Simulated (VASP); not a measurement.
Write the native input for VASP 6.6.1 that does the following.

- Task: single point
- Functional: r2SCAN
- Potentials or basis: VASP PAW PBE potentials, release 64 (Ta_pv)
- Cutoff: 520 eV
- k mesh: 22 × 22 × 22
- Occupations: gaussian, width 0.15 eV
- Spin: no spin polarisation
- Dipole correction: no
- Further INCAR settings: ALGO = Normal; EDIFF = 1e-06; NBANDS = 12

The system is Ta.

```xyz
1
Lattice="-1.6978 1.6978 1.5620 1.6978 -1.6978 1.5620 1.6978 1.6978 -1.5620" Properties=species:S:1:pos:R:3 pbc="T T T"
Ta    0.0000    0.0000    0.0000
```

This cell differs from its parent crystal: ratio of the length along z to the lengths across it x 0.92, volume and fractional coordinates fixed.

The input as run:

POSCAR

```
Ta
1.0
   -1.6978192176      1.6978192176      1.5619936802
    1.6978192176     -1.6978192176      1.5619936802
    1.6978192176      1.6978192176     -1.5619936802
Ta
1
Direct
    0.0000000000      0.0000000000      0.0000000000
```

INCAR.step1

```
ALGO = Normal
EDIFF = 1E-4
ENCUT = 520
GGA = PE
ISMEAR = 0
LASPH = T
LCHARG = F
LREAL = F
LWAVE = T
NBANDS = 12
NELM = 80
PREC = Accurate
SIGMA = 0.15
```

INCAR.step2

```
ALGO = Normal
EDIFF = 1E-6
ENCUT = 520
ISIF = 2
ISMEAR = 0
ISTART = 1
LASPH = T
LCHARG = T
LELF = T
LMIXTAU = T
LREAL = F
LVHAR = T
LWAVE = F
METAGGA = R2SCAN
NBANDS = 12
NELM = 80
PREC = Accurate
SIGMA = 0.15
```

KPOINTS

```
k-points
0
Gamma
  22 22 22
```

Potentials or basis: VASP PAW PBE potentials, release 64 (Ta_pv).

Launch:

```console
$ cat potpaw_PBE.64/Ta_pv/POTCAR > POTCAR
$ cp INCAR.step1 INCAR
$ mpirun -np 1 vasp_std > vasp.out
$ cp INCAR.step2 INCAR
$ mpirun -np 1 vasp_std > vasp.out
```

Results of the run:

```yaml
Pressure: 1.7 GPa
Band_gap_on_the_k_mesh: zero (an odd number of electrons rules out a gap without spin polarisation)
```

Caveat: the stress differs along the axes, from -1 to 6 GPa; the PAW data sets were made with another functional, which shifts forces and pressure a little; spin-orbit coupling is left out, which moves the levels of the heavy elements.

Wall time 12 min on 1 thread of Intel Xeon 8259CL, with other jobs on the host, peak memory 0.3 GiB.
